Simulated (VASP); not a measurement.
# SnTe (P1) in VASP: single point with PBE

Aim: the single point of SnTe with PBE.

All numbers are computed with VASP 6.6.1; they aren't measurements. Logs are shortened: lines on timing, memory, paths and dates and some standing lists are left out, and cuts for length are marked.

## (1) The cell of the first run

The typed cell holds 2 atoms: a = 3.970 Å, b = 3.969 Å, c = 3.848 Å, α = 89.35°, β = 91.03°, γ = 93.38°.

## (2) Single point, PBE (atoms moved at random and the cell strained at random)

Contents of INCAR:

```
ALGO = Normal
EDIFF = 1E-6
ENCUT = 520
GGA = PE
ISIF = 2
ISMEAR = 0
LASPH = T
LCHARG = F
LREAL = F
LWAVE = F
NBANDS = 17
NELM = 100
PREC = Accurate
SIGMA = 0.1
```

Contents of KPOINTS:

```
k-points
0
Gamma
  10 10 10
```

Contents of POSCAR:

```
SnTe
1.0
    3.9679951870     -0.1171410000     -0.0347518300
   -0.1171410000      3.9668237770      0.0217101320
   -0.0347518300      0.0217101320      3.8474180510
Sn Te
1 1
Direct
   -0.0076984147     -0.0016902707     -0.0131892335
    0.5076984147      0.5016902707      0.5131892335
```

Potentials or basis: VASP PAW PBE potentials, release 64 (Sn_d, Te).

Started as:

```sh
$ cat potpaw_PBE.64/Sn_d/POTCAR potpaw_PBE.64/Te/POTCAR > POTCAR
$ mpirun -np 1 vasp_std > vasp.out
```

OUTCAR:

```text
EDIFF = 1E-6
   ENCUT = 520
   GGA = PE
   ISIF = 2
   ISMEAR = 0
   LASPH = T
   LREAL = F
   NELM = 100
   PREC = Accurate

 ion  position               nearest neighbor table
   1  0.992  0.998  0.987-   2 3.23   2 3.33   2 3.36   2 3.36   2 3.43   2 3.48   2 3.52   2 3.53

   2  0.508  0.502  0.513-   1 3.23   1 3.33   1 3.36   1 3.36   1 3.43   1 3.48   1 3.52   1 3.53

  LATTYP: Found a triclinic cell.
 ALAT       =     3.8476362456
 B/A-ratio  =     1.4496844870
 C/A-ratio  =     1.7289251231
 COS(alpha) =     0.0039982093
 COS(beta)  =     0.5744705518
 COS(gamma) =     0.7025789424

  Lattice vectors:

 A1 = (   0.0347518300,  -0.0217101320,  -3.8474180510)
 A2 = (   4.0027470170,  -0.1388511320,  -3.8821698810)
 A3 = (  -3.8161023570,  -3.8713929090,  -3.8343763530)

Analysis of symmetry for initial positions (statically):
=====================================================================
 Subroutine PRICEL returns:
 Original cell was already a primitive cell.

 Routine SETGRP: Setting up the symmetry group for a
 triclinic supercell.

 Subroutine GETGRP returns: Found  1 space group operations
 (whereof  1 operations were pure point group operations)
 out of a pool of  2 trial point group operations.

The static configuration has the point symmetry C_1 .

Analysis of symmetry for dynamics (positions and initial velocities):
=====================================================================
 Subroutine PRICEL returns:
 Original cell was already a primitive cell.

 Routine SETGRP: Setting up the symmetry group for a
 triclinic supercell.

 Subroutine GETGRP returns: Found  1 space group operations
 (whereof  1 operations were pure point group operations)
 out of a pool of  2 trial point group operations.

The dynamic configuration has the point symmetry C_1 .

 Subroutine INISYM returns: Found  1 space group operations
 (whereof  1 operations are pure point group operations),
 and found     1 'primitive' translations

----------------------------------------------------------------------------------------

                                     Primitive cell

  volume of cell :      60.5004

  direct lattice vectors                    reciprocal lattice vectors
     3.967995187 -0.117141000 -0.034751830     0.252255571  0.007436911  0.002236535
    -0.117141000  3.966823777  0.021710132     0.007436911  0.252317893 -0.001356600
    -0.034751830  0.021710132  3.847418051     0.002236535 -0.001356600  0.259942424

  length of vectors
     3.969876007  3.968612380  3.847636246     0.252375083  0.252431114  0.259955585

  position of ions in fractional coordinates (direct lattice)
     0.992301585  0.998309729  0.986810766
     0.507698415  0.501690271  0.513189234

  ion indices of the primitive-cell ions
   primitive index   ion index
                 1           1
                 2           2

----------------------------------------------------------------------------------------

 KPOINTS: k-points

Automatic generation of k-mesh.
 Grid dimensions read from file:
 generate k-points for:   10   10   10

 Generating k-lattice:

  Cartesian coordinates                     Fractional coordinates (reciprocal lattice)
     0.025225557  0.000743691  0.000223654     0.100000000 -0.000000000 -0.000000000
     0.000743691  0.025231789 -0.000135660    -0.000000000  0.100000000  0.000000000
     0.000223654 -0.000135660  0.025994242     0.000000000  0.000000000  0.100000000

  Length of vectors
     0.025237508  0.025243111  0.025995559

  Shift w.r.t. Gamma in fractional coordinates (k-lattice)
     0.000000000  0.000000000  0.000000000

 Subroutine IBZKPT returns following result:
 ===========================================

 Found    504 irreducible k-points:

 Following reciprocal coordinates:
            Coordinates               Weight
  0.000000  0.000000  0.000000      1.000000
  0.100000 -0.000000  0.000000      2.000000
  0.200000 -0.000000  0.000000      2.000000
  0.300000  0.000000 -0.000000      2.000000
  0.400000 -0.000000  0.000000      2.000000
  0.500000 -0.000000  0.000000      1.000000
[... 16 lines left out ...]
 -0.400000  0.200000  0.000000      2.000000
 -0.300000  0.200000  0.000000      2.000000
 [... further k-points ...]
   k-points           NKPTS =    504   k-points in BZ     NKDIM =    504   number of bands    NBANDS=     17
   number of dos      NEDOS =    301   number of ions     NIONS =      2
   total plane-waves  NPLWV =  27000
   dimension x,y,z NGX =    30 NGY =   30 NGZ =   30
   dimension x,y,z NGXF=    60 NGYF=   60 NGZF=   60
   ions per type =               1   1
   NGX,Y,Z   is equivalent  to a cutoff of  12.56, 12.57, 12.96 a.u.
   NGXF,Y,Z  is equivalent  to a cutoff of  25.13, 25.13, 25.92 a.u.
 SYSTEM =  unknown system
   PREC   = accura    normal or accurate (medium, high low for compatibility)
   ISTART =      0    job   : 0-new  1-cont  2-samecut
   ICHARG =      2    charge: 1-file 2-atom 10-const
   ISPIN  =      1    spin polarized calculation?
   LNONCOLLINEAR =      F non collinear calculations
   LSORBIT =      F    spin-orbit coupling
   LASPH  =      T    aspherical Exc in radial PAW
   ENCUT  =  520.0 eV  38.22 Ry    6.18 a.u.   7.38  7.38  7.15*2*pi/ulx,y,z
   NELM   =    100;   NELMIN=  2; NELMDL= -5     # of ELM steps
   EDIFF  = 0.1E-05   stopping-criterion for ELM
   LREAL  =      F    real-space projection
   EDIFFG = 0.1E-04   stopping-criterion for IOM
   NSW    =      0    number of steps for IOM
   IBRION =     -1    ionic relax: 0-MD 1-quasi-New 2-CG
   NFREE  =      0    steps in history (QN), initial steepest desc. (CG)
   ISIF   =      2    stress and relaxation
   ISYM   =      2    0-nonsym 1-usesym 2-fastsym
   POTIM  = 0.5000    time-step for ionic-motion
   TEBEG  =    0.0;   TEEND  =   0.0 temperature during run
   PSTRESS=    0.0 pullay stress
   NELECT =      20.0000    total number of electrons
   NUPDOWN=      -1.0000    fix difference up-down
   EMIN   =  10.00;   EMAX   =-10.00  energy-range for DOS
   EFERMI =   0.00;   METHOD = LEGACY
   ISMEAR =     0;   SIGMA  =   0.10  broadening in eV -4-tet -1-fermi 0-gaus
   EFERMI_NEDOS =   21; number of points for ismear=-14 and -15
   IALGO  =     38    algorithm
   IMIX   =      4    mixing-type and parameters
     AMIX     =   0.40;   BMIX     =  1.00
     AMIX_MAG =   1.60;   BMIX_MAG =  1.00
  volume/ion in A,a.u.               =      30.25       204.14
  Fermi-wavevector in a.u.,A,eV,Ry     =   1.131963  2.139099 17.433684  1.281340
  Thomas-Fermi vector in A             =   2.268663
   LORBIT       =      0    0 simple, 1 ext, 2 COOP (PROOUT), +10 PAW based schemes
   GGA     = PE    functional components
   LHFCALC =     F    Hartree Fock is set to
   AEXX    =    0.0000 exact exchange contribution
   IVDW    =     0    specifies the selected vdW correction
   LEPSILON=     F    determine dielectric tensor
   LRPA    =     F    only Hartree local field effects (RPA)
 non-spin polarized calculation
 Gauss-broadening in eV      SIGMA  =   0.10
  energy-cutoff  :      520.00
  volume of cell :       60.50
 maximum number of plane-waves:      1644
 NGX is ok and might be reduce to    30
   NGX = 15   NGY = 15   NGZ = 15

 number of electron      20.0000000 magnetization

 Free energy of the ion-electron system (eV)
  ---------------------------------------------------
  ext. energy  EPLUGINS =         0.00000000
  ---------------------------------------------------
  free energy    TOTEN  =        -7.07955142 eV

  energy without entropy =       -7.07280333  energy(sigma->0) =       -7.07617738

 E-fermi :   6.8124     XC(G=0):  -9.7973

 val. band max:        6.8021173901   @ k =  -0.4000   0.3000   0.3000
 cond. band min:       6.8138486218   @ k =  -0.3000   0.4000   0.3000
 fundamental gap:      0.0117312317
 Fermi energy:         6.8123989030

 k-point     1 :       0.0000    0.0000    0.0000
  band No.  band energies     occupation
      1     -14.7843      2.00000
      2     -14.7784      2.00000
      3     -14.7493      2.00000
      4     -14.7448      2.00000
      5     -14.7406      2.00000
      6      -5.3733      2.00000
[... 9 lines left out ...]
     16      16.7754      0.00000
     17      17.5843      0.00000

 k-point     2 :       0.1000   -0.0000    0.0000
  band No.  band energies     occupation
      1     -14.7838      2.00000
      2     -14.7763      2.00000
      3     -14.7498      2.00000
      4     -14.7455      2.00000
      5     -14.7409      2.00000
      6      -5.2994      2.00000
[... 9 lines left out ...]
     16      16.8469      0.00000
     17      17.4480      0.00000

 k-point     3 :       0.2000   -0.0000    0.0000
  band No.  band energies     occupation
      1     -14.7831      2.00000
      2     -14.7701      2.00000
      3     -14.7513      2.00000
      4     -14.7475      2.00000
      5     -14.7415      2.00000
      6      -5.0861      2.00000
[... 9 lines left out ...]
     16      16.1057      0.00000
     17      17.1349      0.00000

 k-point     4 :       0.3000    0.0000   -0.0000
  band No.  band energies     occupation
      1     -14.7828      2.00000
      2     -14.7621      2.00000
      3     -14.7533      2.00000
      4     -14.7499      2.00000
      5     -14.7419      2.00000
      6      -4.7665      2.00000
[... 9 lines left out ...]
     16      14.8556      0.00000
     17      17.4411      0.00000

 k-point     5 :       0.4000   -0.0000    0.0000
  band No.  band energies     occupation
      1     -14.7827      2.00000
      2     -14.7569      2.00000
      3     -14.7537      2.00000
      4     -14.7519      2.00000
      5     -14.7421      2.00000
      6      -4.4296      2.00000
[... 9 lines left out ...]
     16      16.5180      0.00000
     17      17.9559      0.00000

 k-point     6 :       0.5000   -0.0000    0.0000
  band No.  band energies     occupation
      1     -14.7826      2.00000
      2     -14.7567      2.00000
      3     -14.7526      2.00000
      4     -14.7520      2.00000
      5     -14.7421      2.00000
      6      -4.2678      2.00000
[... 9 lines left out ...]
     16      18.3343      0.00000
     17      18.4958      0.00000

 k-point     7 :       0.0000    0.1000    0.0000
  band No.  band energies     occupation
      1     -14.7838      2.00000
      2     -14.7763      2.00000
      3     -14.7499      2.00000
      4     -14.7454      2.00000
      5     -14.7410      2.00000
      6      -5.2991      2.00000
[... 9 lines left out ...]
     16      16.8461      0.00000
     17      17.4815      0.00000

 k-point     8 :       0.1000    0.1000    0.0000
  band No.  band energies     occupation
      1     -14.7829      2.00000
      2     -14.7745      2.00000
      3     -14.7503      2.00000
      4     -14.7460      2.00000
      5     -14.7414      2.00000
      6      -5.2161      2.00000
[... 9 lines left out ...]
     16      16.4169      0.00000
     17      16.9910      0.00000
[... 203 lines left out ...]
      1     -14.7796      2.00000
      2     -14.7643      2.00000
      3     -14.7534      2.00000
      4     -14.7488      2.00000
      5     -14.7435      2.00000
      6      -4.7750      2.00000
[... 9 lines left out ...]
     16      15.0666      0.00000
     17      15.8900      0.00000

 k-point    20 :       0.3000    0.2000   -0.0000
  band No.  band energies     occupation
      1     -14.7783      2.00000
      2     -14.7579      2.00000
      3     -14.7554      2.00000
      4     -14.7507      2.00000
      5     -14.7441      2.00000
      6      -4.4648      2.00000
[... 9 lines left out ...]
     16      15.1946      0.00000
     17      15.6252      0.00000

 k-point    21 :       0.4000    0.2000   -0.0000
  band No.  band energies     occupation
      1     -14.7778      2.00000
      2     -14.7584      2.00000
      3     -14.7530      2.00000
      4     -14.7504      2.00000
      5     -14.7442      2.00000
      6      -4.1657      2.00000
[... 9 lines left out ...]
     16      15.7110      0.00000
     17      16.2869      0.00000

 k-point    22 :       0.5000    0.2000    0.0000
  band No.  band energies     occupation
      1     -14.7776      2.00000
      2     -14.7595      2.00000
      3     -14.7535      2.00000
      4     -14.7484      2.00000
      5     -14.7439      2.00000
      6      -4.0598      2.00000
[... 9 lines left out ...]
     16      16.0553      0.00000
     17      16.5381      0.00000

 k-point    23 :      -0.4000    0.2000    0.0000
  band No.  band energies     occupation
      1     -14.7776      2.00000
      2     -14.7590      2.00000
      3     -14.7532      2.00000
      4     -14.7504      2.00000
      5     -14.7438      2.00000
      6      -4.2387      2.00000
[... 9 lines left out ...]
     16      16.0128      0.00000
     17      16.3114      0.00000

 k-point    24 :      -0.3000    0.2000    0.0000
  band No.  band energies     occupation
      1     -14.7781      2.00000
      2     -14.7580      2.00000
      3     -14.7561      2.00000
      4     -14.7510      2.00000
      5     -14.7435      2.00000
      6      -4.5542      2.00000
[... 9 lines left out ...]
     16      15.2743      0.00000
     17      15.7232      0.00000

 [... further k-points ...]
[... 5 lines left out ...]
  --------------------------------------------------------------------------------------
  -------------------------------------------------------------------------------------
  Total       -0.4847407     -0.4832577     -0.0807600      0.1767918      0.0450176      0.0411892
  in kB      -12.8369535    -12.7976798     -2.1386959      4.6818189      1.1921619      1.0907770
  external PRESSURE =      -9.2577764 kB  Pullay stress =       0.0000000 kB

 VOLUME and BASIS-vectors are now :
 -----------------------------------------------------------------------------
  energy-cutoff  :      520.00
  volume of cell :       60.50
      direct lattice vectors                 reciprocal lattice vectors
     3.967995187 -0.117141000 -0.034751830     0.252255571  0.007436911  0.002236535
    -0.117141000  3.966823777  0.021710132     0.007436911  0.252317893 -0.001356600
    -0.034751830  0.021710132  3.847418051     0.002236535 -0.001356600  0.259942424

 POSITION                                       TOTAL-FORCE (eV/Angst)
 -----------------------------------------------------------------------------------
      3.78621      3.86530      3.78386        -0.034256      0.007956     -0.052461
      1.93794      1.94179      1.96770         0.034256     -0.007956      0.052461
 -----------------------------------------------------------------------------------
    total drift:                               -0.000081      0.000052      0.000284

  FREE ENERGIE OF THE ION-ELECTRON SYSTEM (eV)
  ---------------------------------------------------
  free  energy   TOTEN  =        -7.0795514229 eV

  energy  without entropy=       -7.0728033293  energy(sigma->0) =       -7.07617738
```

Wall time 5 min (1 thread of Intel Xeon Platinum 8259CL at 2.50GHz (Skylake/Cascade Lake), shared host); peak memory 0.6 GiB.

Results:

* Free energy: -7.0796 eV
* Pressure: -0.9 GPa
* Largest force: 0.063 eV/Å
* Band gap on the k mesh: zero (band 10 reaches 7.30 eV, above the bottom of band 11 at 5.51 eV)

Forces in eV/Å, atoms in the order of the input:
```
Sn  -0.034  0.008 -0.052
Te   0.034 -0.008  0.052
```

Caveat: the cell differs from its parent crystal (atoms moved at random and the cell strained at random); spin-orbit coupling is left out, which moves the levels of the heavy elements.
